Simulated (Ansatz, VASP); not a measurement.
**B in VASP and in Ansatz**

```
CELL_PARAMETERS angstrom
1.70606 0.00000 0.00000
-0.85303 1.47749 0.00000
0.00000 0.00000 7.43852
ATOMIC_POSITIONS crystal
B 0.33333 0.66667 0.25000
B 0.66667 0.33333 0.75000
```

Alike in both runs: functional r2SCAN; k mesh 36 × 36 × 8; occupations gaussian, width 0.1 eV; no spin polarisation.

Ansatz relaxed the structure, and its values are those at the end. VASP's run is a single point on that final structure, the one shown.

```csv
,VASP,Ansatz
version,VASP 6.6.1,Ansatz 0.2.0
potentials or method,"VASP PAW PBE potentials, release 64 (B), cutoff 520 eV","scalar-relativistic, plane waves, PAW"
valence electrons in the cell,6,6
```

|  | VASP | Ansatz | Ansatz less VASP |
| --- | --- | --- | --- |
| gap on the k mesh at the Fermi level (eV) | none | none | - |
| pressure (GPa) | 0.1 | 0.0 | -0.09 |

VASP's potentials were made for PBE, not for r2SCAN. A gap of «none» marks a metal or a gap that the smearing closes. The functional is the same, so the differences come from potentials, cutoffs and numerics.
